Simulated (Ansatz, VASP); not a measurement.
# One calculation of Ca, two programs

Contents of INCAR:

```
  ALGO = Normal
  EDIFF = 1E-6
  ENCUT = 520
  ISIF = 2
  ISMEAR = -1
  LASPH = T
  LCHARG = F
  LREAL = F
  LWAVE = F
  NBANDS = 11
  NELM = 100
  PREC = Accurate
  SIGMA = 0.08
```

The input KPOINTS:

```
k-points
0
Gamma
  12 12 12
```

POSCAR

```
Ca
1.0
    0.0000000000      2.6261766456      2.6261766456
    2.6261766456      0.0000000000      2.6261766456
    2.6261766456      2.6261766456      0.0000000000
Ca
1
Direct
    0.0000000000      0.0000000000      0.0000000000
```

Input for Ansatz:

```yaml
crystal:
  lattice:
    - [0.0, 2.6261766456, 2.6261766456]
    - [2.6261766456, 0.0, 2.6261766456]
    - [2.6261766456, 2.6261766456, 0.0]
  atoms:
    - { symbol: Ca, position: [0.0, 0.0, 0.0] }
kpoints:
  mp_grid: { grid: [12, 12, 12] }
scf:
  occupations: { method: fermi_dirac, width: 0.08 }
hamiltonian:
  xc: lda
  pseudopotentials: { kind: all_electron, lapw: { basis_error: 0.001 } }
output:
  forces: true
  stress: true
  eigenvalues: true
  populations: true
```

Change from the starting cell: volume scaled by 0.95, LAPW.

Alike in both runs: task single point; functional LDA; k mesh 12 × 12 × 12; occupations fermi-dirac, width 0.08 eV; no spin polarisation.

|  | VASP | Ansatz |
| --- | --- | --- |
| version | VASP 6.6.1 | Ansatz 0.2.0 |
| potentials or method | VASP PAW LDA potentials, release 64 (Ca_sv), cutoff 520 eV | all-electron LAPW, scalar-relativistic |

|  | VASP | Ansatz | Ansatz less VASP |
| --- | --- | --- | --- |
| pressure (GPa) | 1.0 | 1.0 | 0.00 |

LDA's correlation is that of Perdew and Zunger in VASP and of Perdew and Wang (1992) in Ansatz. Ansatz ran all-electron here, and VASP with PAW potentials.
